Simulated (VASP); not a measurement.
# NaLi5 (P6/mmm) in VASP: further runs

NaLi5 is run at these levels: PBE; tasks: single point, relaxation of cell and atoms.

Everything below comes from runs of VASP 6.6.1. Logs are shortened: lines on timing, memory, paths and dates and some standing lists are left out, and cuts for length are marked.

## 1. The cell of the first run

The structure is hexagonal, space group P6/mmm (No. 191). Conventional cell: a = 4.683 Å, b = 4.683 Å, c = 3.870 Å, α = 90.00°, β = 90.00°, γ = 120.00°. Na (site symmetry 6/mmm) has 18 Li at 2.70 to 3.04 Å within 3.6 Å. Within 3.1 Å of Li (site symmetry -6m2) lie 9 Li at 2.36 to 2.70 Å and 3 Na at 2.70 Å. Li (site symmetry mmm) has 8 Li at 2.34 to 2.36 Å and 4 Na at 3.04 Å within 3.1 Å.

The cell was built from a structure type or drawn by symmetry, and may not be a known phase.

## 2. Single point, PBE

Input file INCAR:

```
ALGO     = Normal         # electronic algorithm
EDIFF    = 1E-7           # SCF threshold, eV
ENCUT    = 520            # plane-wave cutoff, eV
GGA      = PE             # functional
ISIF     = 2              # what is computed and relaxed
ISMEAR   = 0              # smearing method
LASPH    = True           # aspherical terms in the spheres
LCHARG   = False          # write CHGCAR
LREAL    = False          # projectors in reciprocal space
LWAVE    = False          # write WAVECAR
NBANDS   = 20             # bands
NELM     = 60             # most SCF steps
PREC     = Accurate       # precision mode
SIGMA    = 0.1            # smearing width, eV
```

Input file KPOINTS:

```
k-points
0
Gamma
  6 6 4
```

Input file POSCAR:

```
NaLi5
1.0
    4.6834584500      0.0000000000      0.0000000000
   -2.3417292200      4.0559939900      0.0000000000
    0.0000000000      0.0000000000      3.8699507700
Na Li
1 5
Direct
    0.0000000000      0.0000000000      0.0000000000
    0.3333333300      0.6666666700      0.0000000000
    0.6666666700      0.3333333300      0.0000000000
    0.5000000000      0.0000000000      0.5000000000
    0.5000000000      0.5000000000      0.5000000000
    0.0000000000      0.5000000000      0.5000000000
```

Potentials or basis: VASP PAW PBE potentials, release 64 (Na_pv, Li_sv).

The run is started by

```bash
$ cat potpaw_PBE.64/Na_pv/POTCAR potpaw_PBE.64/Li_sv/POTCAR > POTCAR
$ mpirun -np 1 vasp_std > vasp.out
```

OUTCAR:

```text
EDIFF = 1E-7
   ENCUT = 520
   GGA = PE
   ISIF = 2
   ISMEAR = 0
   LASPH = True
   LREAL = False
   NELM = 60
   PREC = Accurate

 ion  position               nearest neighbor table
   1  0.000  0.000  0.000-
   2  0.333  0.667  0.000-   4 2.36   4 2.36   6 2.36   6 2.36   5 2.36   5 2.36
   3  0.667  0.333  0.000-   4 2.36   4 2.36   6 2.36   6 2.36   5 2.36   5 2.36
   4  0.500  0.000  0.500-   5 2.34   5 2.34   6 2.34   6 2.34   2 2.36   3 2.36   2 2.36   3 2.36

   5  0.500  0.500  0.500-   4 2.34   4 2.34   6 2.34   6 2.34   2 2.36   3 2.36   2 2.36   3 2.36

   6  0.000  0.500  0.500-   4 2.34   4 2.34   5 2.34   5 2.34   2 2.36   3 2.36   2 2.36   3 2.36

  LATTYP: Found a hexagonal cell.
 ALAT       =     4.6834584500
 C/A-ratio  =     0.8263019329

  Lattice vectors:

 A1 = (   4.6834584500,   0.0000000000,   0.0000000000)
 A2 = (  -2.3417292200,   4.0559939900,   0.0000000000)
 A3 = (   0.0000000000,   0.0000000000,   3.8699507700)

Analysis of symmetry for initial positions (statically):
=====================================================================
 Subroutine PRICEL returns:
 Original cell was already a primitive cell.

 Routine SETGRP: Setting up the symmetry group for a
 hexagonal supercell.

 Subroutine GETGRP returns: Found 24 space group operations
 (whereof 24 operations were pure point group operations)
 out of a pool of 24 trial point group operations.

The static configuration has the point symmetry D_6h.

Analysis of symmetry for dynamics (positions and initial velocities):
=====================================================================
 Subroutine PRICEL returns:
 Original cell was already a primitive cell.

 Routine SETGRP: Setting up the symmetry group for a
 hexagonal supercell.

 Subroutine GETGRP returns: Found 24 space group operations
 (whereof 24 operations were pure point group operations)
 out of a pool of 24 trial point group operations.

The dynamic configuration has the point symmetry D_6h.

 Subroutine INISYM returns: Found 24 space group operations
 (whereof 24 operations are pure point group operations),
 and found     1 'primitive' translations

----------------------------------------------------------------------------------------

                                     Primitive cell

  volume of cell :      73.5139

  direct lattice vectors                    reciprocal lattice vectors
     4.683458450  0.000000000  0.000000000     0.213517427  0.123274344  0.000000000
    -2.341729220  4.055993990  0.000000000     0.000000000  0.246548689  0.000000000
     0.000000000  0.000000000  3.869950770     0.000000000  0.000000000  0.258401220

  length of vectors
     4.683458450  4.683458443  3.869950770     0.246548688  0.246548689  0.258401220

  position of ions in fractional coordinates (direct lattice)
     0.000000000  0.000000000  0.000000000
     0.333333330  0.666666670  0.000000000
     0.666666670  0.333333330  0.000000000
     0.500000000  0.000000000  0.500000000
     0.500000000  0.500000000  0.500000000
     0.000000000  0.500000000  0.500000000

  ion indices of the primitive-cell ions
   primitive index   ion index
                 1           1
                 2           2
                 3           3
                 4           4
                 5           5
                 6           6

----------------------------------------------------------------------------------------

 KPOINTS: k-points

Automatic generation of k-mesh.
 Grid dimensions read from file:
 generate k-points for:    6    6    4

 Generating k-lattice:

  Cartesian coordinates                     Fractional coordinates (reciprocal lattice)
     0.035586238  0.020545724  0.000000000     0.166666667  0.000000000  0.000000000
     0.000000000  0.041091448  0.000000000     0.000000000  0.166666667  0.000000000
     0.000000000  0.000000000  0.064600305     0.000000000  0.000000000  0.250000000

  Length of vectors
     0.041091448  0.041091448  0.064600305

  Shift w.r.t. Gamma in fractional coordinates (k-lattice)
     0.000000000  0.000000000  0.000000000

 Subroutine IBZKPT returns following result:
 ===========================================

 Found     21 irreducible k-points:

 Following reciprocal coordinates:
            Coordinates               Weight
  0.000000  0.000000  0.000000      1.000000
  0.166667  0.000000  0.000000      6.000000
  0.333333  0.000000  0.000000      6.000000
  0.500000 -0.000000  0.000000      3.000000
  0.166667  0.166667  0.000000      6.000000
  0.333333  0.166667  0.000000     12.000000
[... 13 lines left out ...]
  0.333333  0.166667  0.500000     12.000000
  0.333333  0.333333  0.500000      2.000000
   k-points           NKPTS =     21   k-points in BZ     NKDIM =     21   number of bands    NBANDS=     20
   number of dos      NEDOS =    301   number of ions     NIONS =      6
   total plane-waves  NPLWV =  38880
   dimension x,y,z NGX =    36 NGY =   36 NGZ =   30
   dimension x,y,z NGXF=    72 NGYF=   72 NGZF=   60
   ions per type =               1   5
   NGX,Y,Z   is equivalent  to a cutoff of  12.78, 12.78, 12.89 a.u.
   NGXF,Y,Z  is equivalent  to a cutoff of  25.56, 25.56, 25.77 a.u.
 SYSTEM =  unknown system
   PREC   = accura    normal or accurate (medium, high low for compatibility)
   ISTART =      0    job   : 0-new  1-cont  2-samecut
   ICHARG =      2    charge: 1-file 2-atom 10-const
   ISPIN  =      1    spin polarized calculation?
   LNONCOLLINEAR =      F non collinear calculations
   LSORBIT =      F    spin-orbit coupling
   LASPH  =      T    aspherical Exc in radial PAW
   ENCUT  =  520.0 eV  38.22 Ry    6.18 a.u.   8.71  8.71  7.20*2*pi/ulx,y,z
   NELM   =     60;   NELMIN=  2; NELMDL= -5     # of ELM steps
   EDIFF  = 0.1E-06   stopping-criterion for ELM
   LREAL  =      F    real-space projection
   EDIFFG = 0.1E-05   stopping-criterion for IOM
   NSW    =      0    number of steps for IOM
   IBRION =     -1    ionic relax: 0-MD 1-quasi-New 2-CG
   NFREE  =      0    steps in history (QN), initial steepest desc. (CG)
   ISIF   =      2    stress and relaxation
   ISYM   =      2    0-nonsym 1-usesym 2-fastsym
   POTIM  = 0.5000    time-step for ionic-motion
   TEBEG  =    0.0;   TEEND  =   0.0 temperature during run
   PSTRESS=    0.0 pullay stress
   NELECT =      22.0000    total number of electrons
   NUPDOWN=      -1.0000    fix difference up-down
   EMIN   =  10.00;   EMAX   =-10.00  energy-range for DOS
   EFERMI =   0.00;   METHOD = LEGACY
   ISMEAR =     0;   SIGMA  =   0.10  broadening in eV -4-tet -1-fermi 0-gaus
   EFERMI_NEDOS =   21; number of points for ismear=-14 and -15
   IALGO  =     38    algorithm
   IMIX   =      4    mixing-type and parameters
     AMIX     =   0.40;   BMIX     =  1.00
     AMIX_MAG =   1.60;   BMIX_MAG =  1.00
  volume/ion in A,a.u.               =      12.25        82.68
  Fermi-wavevector in a.u.,A,eV,Ry     =   1.095030  2.069306 16.314612  1.199090
  Thomas-Fermi vector in A             =   2.231346
   LORBIT       =      0    0 simple, 1 ext, 2 COOP (PROOUT), +10 PAW based schemes
   GGA     = PE    functional components
   LHFCALC =     F    Hartree Fock is set to
   AEXX    =    0.0000 exact exchange contribution
   IVDW    =     0    specifies the selected vdW correction
   LEPSILON=     F    determine dielectric tensor
   LRPA    =     F    only Hartree local field effects (RPA)
 non-spin polarized calculation
 Gauss-broadening in eV      SIGMA  =   0.10
  energy-cutoff  :      520.00
  volume of cell :       73.51
 maximum number of plane-waves:      1996
 NGX is ok and might be reduce to    36
   NGX = 17   NGY = 17   NGZ = 15

 number of electron      21.9999979 magnetization

 Free energy of the ion-electron system (eV)
  ---------------------------------------------------
  ext. energy  EPLUGINS =         0.00000000
  ---------------------------------------------------
  free energy    TOTEN  =        -6.63873472 eV

  energy without entropy =       -6.62642741  energy(sigma->0) =       -6.63258106

 E-fermi :   2.9520     XC(G=0):  -8.6817

 val. band max:        2.9249163293   @ k =   0.1667   0.0000   0.2500
 cond. band min:       2.9739336121   @ k =   0.5000  -0.0000   0.0000
 fundamental gap:      0.0490172827
 Fermi energy:         2.9519869753

 k-point     1 :       0.0000    0.0000    0.0000
  band No.  band energies     occupation
      1     -43.1725      2.00000
      2     -43.0016      2.00000
      3     -42.9479      2.00000
      4     -42.9360      2.00000
      5     -42.9360      2.00000
      6     -20.8246      2.00000
[... 12 lines left out ...]
     19      11.6853      0.00000
     20      11.6853      0.00000

 k-point     2 :       0.1667    0.0000    0.0000
  band No.  band energies     occupation
      1     -43.1633      2.00000
      2     -43.0141      2.00000
      3     -42.9463      2.00000
      4     -42.9361      2.00000
      5     -42.9343      2.00000
      6     -20.8251      2.00000
[... 12 lines left out ...]
     19      11.2240      0.00000
     20      12.5927      0.00000

 k-point     3 :       0.3333    0.0000    0.0000
  band No.  band energies     occupation
      1     -43.1393      2.00000
      2     -43.0432      2.00000
      3     -42.9424      2.00000
      4     -42.9362      2.00000
      5     -42.9332      2.00000
      6     -20.8260      2.00000
[... 12 lines left out ...]
     19      11.9460      0.00000
     20      12.0264      0.00000

 k-point     4 :       0.5000   -0.0000    0.0000
  band No.  band energies     occupation
      1     -43.1199      2.00000
      2     -43.0647      2.00000
      3     -42.9396      2.00000
      4     -42.9363      2.00000
      5     -42.9342      2.00000
      6     -20.8264      2.00000
[... 12 lines left out ...]
     19      10.4397      0.00000
     20      12.0498      0.00000

 k-point     5 :       0.1667    0.1667    0.0000
  band No.  band energies     occupation
      1     -43.1464      2.00000
      2     -43.0350      2.00000
      3     -42.9436      2.00000
      4     -42.9362      2.00000
      5     -42.9332      2.00000
      6     -20.8257      2.00000
[... 12 lines left out ...]
     19      11.3884      0.00000
     20      12.5802      0.00000
[... 284 lines left out ...]
      6     -20.8250      2.00000
[... 12 lines left out ...]
     19      12.0010      0.00000
     20      13.8197      0.00000

 k-point    19 :       0.1667    0.1667    0.5000
  band No.  band energies     occupation
      1     -43.0569      2.00000
      2     -43.0334      2.00000
      3     -43.0075      2.00000
      4     -42.9601      2.00000
      5     -42.9358      2.00000
      6     -20.8241      2.00000
[... 12 lines left out ...]
     19      12.4853      0.00000
     20      12.7489      0.00000

 k-point    20 :       0.3333    0.1667    0.5000
  band No.  band energies     occupation
      1     -43.0327      2.00000
      2     -43.0270      2.00000
      3     -43.0140      2.00000
      4     -42.9844      2.00000
      5     -42.9359      2.00000
      6     -20.8248      2.00000
[... 12 lines left out ...]
     19      13.2303      0.00000
     20      13.7526      0.00000

 k-point    21 :       0.3333    0.3333    0.5000
  band No.  band energies     occupation
      1     -43.0205      2.00000
      2     -43.0205      2.00000
      3     -43.0086      2.00000
      4     -43.0086      2.00000
      5     -42.9360      2.00000
      6     -20.8247      2.00000
[... 12 lines left out ...]
     19      10.7647      0.00000
     20      14.9886      0.00000

------------------------ aborting loop because EDIFF is reached ----------------------------------------

  FORCE on cell =-STRESS in cart. coord.  units (eV):
  Direction    XX          YY          ZZ          XY          YZ          ZX
  --------------------------------------------------------------------------------------
  -------------------------------------------------------------------------------------
  Total       11.7497369     11.7497369     13.1019249      0.0000000      0.0000000      0.0000000
  in kB      256.0762546    256.0762539    285.5461267      0.0000003      0.0000000      0.0000000
  external PRESSURE =     265.8995451 kB  Pullay stress =       0.0000000 kB

 VOLUME and BASIS-vectors are now :
 -----------------------------------------------------------------------------
  energy-cutoff  :      520.00
  volume of cell :       73.51
      direct lattice vectors                 reciprocal lattice vectors
     4.683458450  0.000000000  0.000000000     0.213517427  0.123274344  0.000000000
    -2.341729220  4.055993990  0.000000000     0.000000000  0.246548689  0.000000000
     0.000000000  0.000000000  3.869950770     0.000000000  0.000000000  0.258401220

 POSITION                                       TOTAL-FORCE (eV/Angst)
 -----------------------------------------------------------------------------------
      0.00000      0.00000      0.00000         0.000000      0.000000      0.000000
     -0.00000      2.70400      0.00000         0.000000      0.000000      0.000000
      2.34173      1.35200      0.00000        -0.000000      0.000000      0.000000
      2.34173      0.00000      1.93498         0.000000      0.000000      0.000000
      1.17086      2.02800      1.93498         0.000000      0.000000      0.000000
     -1.17086      2.02800      1.93498         0.000000      0.000000      0.000000
 -----------------------------------------------------------------------------------
    total drift:                               -0.000000      0.000000      0.000000

  FREE ENERGIE OF THE ION-ELECTRON SYSTEM (eV)
  ---------------------------------------------------
  free  energy   TOTEN  =        -6.6387347188 eV

  energy  without entropy=       -6.6264274074  energy(sigma->0) =       -6.63258106
```

It took 53 s on 1 thread of Intel Xeon 8259CL, shared host; peak memory 0.19 GiB.

What came out:

- Free energy: -6.6387 eV
- Band gap on the k mesh: zero (bands 11 and 12 overlap by 1.81 eV)

Levels at points of the mesh, in eV from the Fermi level:
```csv
k point,band 7,band 8,band 9,band 10,band 11,band 12,band 13,band 14,band 15,band 16
"(0.00, 0.00, 0.00)",-23.78,-23.72,-4.28,0.61,0.63,1.38,1.38,2.01,2.01,5.01
"(0.50, 0.00, 0.00)",-23.78,-23.72,-3.08,-2.43,0.02,0.50,2.00,3.43,4.98,5.56
"(0.00, 0.00, 0.50)",-23.77,-23.74,-2.87,-2.40,0.20,1.80,1.80,2.92,2.92,4.73
"(0.50, 0.00, 0.50)",-23.78,-23.74,-1.23,-1.21,-1.11,-1.08,0.85,0.88,3.12,5.01
```

Caveat: the k points lie up to 0.41 Å⁻¹ apart, too coarse for converged energies and pressures of a metal; the cutoff is under 1.25 times the usual one of these potentials, so pressure, stress and relaxed cells hold a basis-set (Pulay) error.

(Part 1 of 2 ends here.)
